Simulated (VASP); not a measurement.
Runs of VASP 6.6.1 on HgTe (Coloradoite). The structure is that of space group F-43m (No. 216), or close to it. The cells are those of the table. 

| cell | gap on the mesh (eV) | pressure (GPa) |
| --- | --- | --- |
| a = 4.515 Å, angles 60.0°, 2 atoms | none | (b) |
| a = 4.485 Å, angles 60.0°, 2 atoms | none | (a) |
| a = 4.576 Å, angles 60.0°, 2 atoms | none | 3.6 |
| a = 4.635 Å, angles 60.0°, 2 atoms | none | 1.8 |
| a = 4.606 Å, angles 60.0°, 2 atoms | none | 2.6 |
| a = 4.546 Å, angles 60.0°, 2 atoms | none | 4.7 |
| a = 4.453 Å, angles 60.0°, 2 atoms | none | 8.7 |

Alike in all rows: task single point; level PBE; potentials or basis VASP PAW PBE potentials, release 64 (Hg, Te); no spin polarisation; k mesh 6 × 6 × 6; cutoff (eV) 500; smearing fermi-dirac 0.01 eV.

Q: Fill in the values left out.

A: (a) 7.2; (b) 5.9.

Caveats: spin-orbit coupling is left out, which moves the levels of the heavy elements.

A k mesh can miss the band edges, and the runs leave out spin-orbit coupling on Hg, Te.

A gap of «none» marks levels without a gap at the run's occupations.
